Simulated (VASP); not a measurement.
The system is SiC5.

```xyz
12
Lattice="4.7089 0.0000 0.0000 -2.3544 4.0780 0.0000 0.0000 0.0000 8.0781" Properties=species:S:1:pos:R:3 pbc="T T T"
Si    0.0000    0.0000    6.0585
Si    0.0000    0.0000    2.0195
C     2.9194    0.0000    6.0585
C     0.0000    2.7187    6.0585
C     2.3544    1.3593    6.0585
C    -1.4597    2.5282    6.0585
C     0.8948    1.5498    6.0585
C     1.4597    2.5282    2.0195
C     2.3544    1.3593    2.0195
C     0.0000    2.7187    2.0195
C    -0.8948    1.5498    2.0195
C     1.7895    0.0000    2.0195
```

| Item | Value |
| --- | --- |
| Program | VASP 6.6.1 |
| Task | relaxation of shape and atoms at fixed volume |
| Functional | PBE |
| Potentials or basis | VASP PAW PBE potentials, release 64 (Si, C) |
| Cutoff | 600 eV |
| k mesh | 12 × 12 × 4 |
| Occupations | gaussian, width 0.1 eV |
| Spin | no spin polarisation |

At the start: pressure -6.7 GPa; volume 12.93 Å³/atom.

Problem. How do energy, volume and symmetry change on relaxing?

Solution. Over 5 steps the energy falls by 9.4 meV/atom; space group P6_3/mcm (No. 193, to 0.1 Å) before and after.

The path:
```tsv
step	energy change (eV)	largest force (eV/Å)	pressure (GPa)	volume (Å³)
1	0.0000	0.0460	-6.68	155.12
2	-0.1131	0.0547	-0.26	155.12
3	-0.1131	0.0531	-0.36	155.12
4	-0.1130	0.0571	-0.32	155.12
5	-0.1133	0.0008	-0.34	155.12
```

Final structure:
```yaml
crystal:
  lattice:
    - [4.65210, 0.00000, 0.00000]
    - [-2.32605, 4.02884, 0.00000]
    - [0.00000, 0.00000, 8.27641]
  atoms:
    - { symbol: Si, position: [0.00000, 0.00000, 0.75000] }
    - { symbol: Si, position: [0.00000, 0.00000, 0.25000] }
    - { symbol: C, position: [0.62017, 0.00000, 0.75000] }
    - { symbol: C, position: [0.33333, 0.66667, 0.75000] }
    - { symbol: C, position: [0.66667, 0.33333, 0.75000] }
    - { symbol: C, position: [0.00000, 0.62017, 0.75000] }
    - { symbol: C, position: [0.37983, 0.37983, 0.75000] }
    - { symbol: C, position: [0.62017, 0.62017, 0.25000] }
    - { symbol: C, position: [0.66667, 0.33333, 0.25000] }
    - { symbol: C, position: [0.33333, 0.66667, 0.25000] }
    - { symbol: C, position: [0.00000, 0.37983, 0.25000] }
    - { symbol: C, position: [0.37983, 0.00000, 0.25000] }
```

Where two steps share one volume, the run began anew on that cell with a basis built for it.
